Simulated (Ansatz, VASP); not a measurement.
**One calculation of MgO, two programs**

File INCAR:

```
SYSTEM = MgO
PREC = Accurate
ENCUT = 520
EDIFF = 1E-6
ISMEAR = 0
SIGMA = 0.05
LREAL = .False.
LASPH = .True.
NELM = 80
ALGO = Normal
ISIF = 2
LWAVE = .False.
LCHARG = .False.
GGA = PE
NBANDS = 16
```

File KPOINTS:

```
regular mesh
0
Gamma
  9 9 6
  0 0 0
```

File POSCAR:

```
MgO
1.0
    3.1606000000      0.0000000000      0.0000000000
   -1.5803000000      2.7371598912      0.0000000000
    0.0000000000      0.0000000000      4.7118000000
Mg O
2 2
Direct
    0.3333333333      0.6666666667      0.0063188013
    0.6666666667      0.3333333333      0.5063188013
    0.3333333333      0.6666666667      0.3982811987
    0.6666666667      0.3333333333      0.8982811987
```

Input for Ansatz:

```yaml
crystal:
  lattice:
    - [3.1606, 0.0, 0.0]
    - [-1.5803, 2.7371598912, 0.0]
    - [0.0, 0.0, 4.7118]
  atoms:
    - { symbol: Mg, position: [0.3333333333, 0.6666666667, 0.0063188013] }
    - { symbol: Mg, position: [0.6666666667, 0.3333333333, 0.5063188013] }
    - { symbol: O, position: [0.3333333333, 0.6666666667, 0.3982811987] }
    - { symbol: O, position: [0.6666666667, 0.3333333333, 0.8982811987] }
basis:
  ecutwfc: 520.0
kpoints:
  mp_grid: { grid: [9, 9, 6] }
hamiltonian:
  xc: pbe
  pseudopotentials: { kind: paw, azcp: { folder: soft_1 } }
scf:
  occupations: { method: gaussian, width: 0.05 }
output:
  forces: true
  stress: true
  eigenvalues: true
```

Alike in both runs: task single point; functional PBE; k mesh 9 × 9 × 6; occupations gaussian, width 0.05 eV; no spin polarisation.

|  | VASP | Ansatz |
| --- | --- | --- |
| version | VASP 6.6.1 | Ansatz 0.2.0 |
| potentials or method | VASP PAW PBE potentials, release 64 (Mg, O), cutoff 520 eV | scalar-relativistic, plane waves, PAW |
| valence electrons in the cell | 16 | 32 |

Ansatz gave:

| Quantity | Value |
| --- | --- |
| gap on the k mesh at the Fermi level (eV) | 4.37 |
| least direct gap on the mesh (eV) | 4.37 |
| rms of the force components (eV/Å) | 0.497 |

Estimate VASP's values.

gap on the k mesh at the Fermi level (eV): 4.36; least direct gap on the mesh (eV): 4.36; rms of the force components (eV/Å): 0.506.

Atom by atom the forces differ by 0.009 eV/Å (rms over components). The functional is the same, so the differences come from potentials, cutoffs and numerics. VASP's potentials hold 16 valence electrons a cell and Ansatz's 32, so a difference there can come from the potentials and not from the codes.
